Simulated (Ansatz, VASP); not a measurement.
## Cd in VASP and in Ansatz

Contents of INCAR:

```
PREC = Accurate
ENCUT = 520
EDIFF = 1E-6
ISMEAR = -1
SIGMA = 0.1
LREAL = False
LASPH = True
NELM = 100
ALGO = Normal
ISIF = 2
LWAVE = False
LCHARG = False
GGA = PE
NBANDS = 19
```

File KPOINTS:

```
regular mesh
0
Gamma
  14 14 14
```

POSCAR

```
Cd
1.0
   -2.1472665741      2.1472665741      1.1216487207
    2.1472665741     -2.1472665741      1.1216487207
    2.1472665741      2.1472665741     -1.1216487207
Cd
2
Direct
   -0.3750000000     -0.1250000000     -0.2500000000
    0.3750000000      0.1250000000      0.2500000000
```

Input for Ansatz:

```yaml
crystal:
  lattice:
    - [-2.1472665741, 2.1472665741, 1.1216487207]
    - [2.1472665741, -2.1472665741, 1.1216487207]
    - [2.1472665741, 2.1472665741, -1.1216487207]
  atoms:
    - { symbol: Cd, position: [-0.375, -0.125, -0.25] }
    - { symbol: Cd, position: [0.375, 0.125, 0.25] }
kpoints:
  mp_grid: { grid: [14, 14, 14] }
scf:
  occupations: { method: fermi_dirac, width: 0.1 }
hamiltonian:
  xc: pbe
  pseudopotentials: { kind: all_electron, datasets: crystal }
output:
  forces: true
  stress: true
  eigenvalues: true
```

Change from the starting cell: volume scaled by 0.4, crystal datasets.

Alike in both runs: task single point; functional PBE; k mesh 14 × 14 × 14; occupations fermi-dirac, width 0.1 eV; no spin polarisation.

|  | VASP | Ansatz |
| --- | --- | --- |
| version | VASP 6.6.1 | Ansatz 0.2.0 |
| potentials or method | VASP PAW PBE potentials, release 64 (Cd), cutoff 520 eV | all-electron PAW with datasets made for the crystal, scalar-relativistic |

VASP gave:

- pressure (GPa): 386.3
- traceless stress, the component that is largest in VASP (GPa): 0.16

Q: What did Ansatz give for the same quantities?

A: Pressure (GPa): 367.6; traceless stress, the component that is largest in VASP (GPa): -0.49.

Both programs put the cell under a high pressure, so it lies far from rest at this level. Ansatz ran all-electron here, and VASP with PAW potentials.

Noted on VASP's run: the cell as given lies far from equilibrium.
